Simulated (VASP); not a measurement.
Runs of VASP 6.6.1 on GaBiSe4. The structure is that of space group F-43m (No. 216), or close to it. The cells are those of the table. 

| task | cell | k mesh | cutoff (eV) | gap on the mesh (eV) | pressure (GPa) | relaxed volume (Å³/atom) | largest force (eV/Å) |
| --- | --- | --- | --- | --- | --- | --- | --- |
| relaxation of cell and atoms | relaxed from a = 5.927 Å, angles 60.0°, 6 atoms | 8 × 8 × 8 | 600 | none | 0.0 | (a) | - |
| single point | a = 5.878 Å, angles 60.0°, 6 atoms | 8 × 8 × 8 | 520 | none | 0.0 | - | - |
| single point | a = 5.927 Å, angles 60.0°, 6 atoms | 4 × 4 × 4 | 520 | none | 0.0 | - | 0.01 |
| relaxation of cell and atoms | relaxed from a = 6.291 Å, angles 60.0°, 6 atoms | 4 × 4 × 4 | 600 | none | 0.3 | 24.39 | 0.01 |

Alike in all rows: level PBE; potentials or basis VASP PAW PBE potentials, release 64 (Ga_d, Bi_d, Se); no spin polarisation; smearing gaussian 0.1 eV.

Task: Estimate the missing entries.

Result: (a) 23.93.

Caveats: spin-orbit coupling is left out, which moves the levels of the heavy elements; the volume moved by over 15 % at a fixed basis, so the end points are rough (some runs).

A k mesh can miss the band edges, and the runs leave out spin-orbit coupling on Bi, Ga, Se.

A gap of «none» marks levels without a gap at the run's occupations.
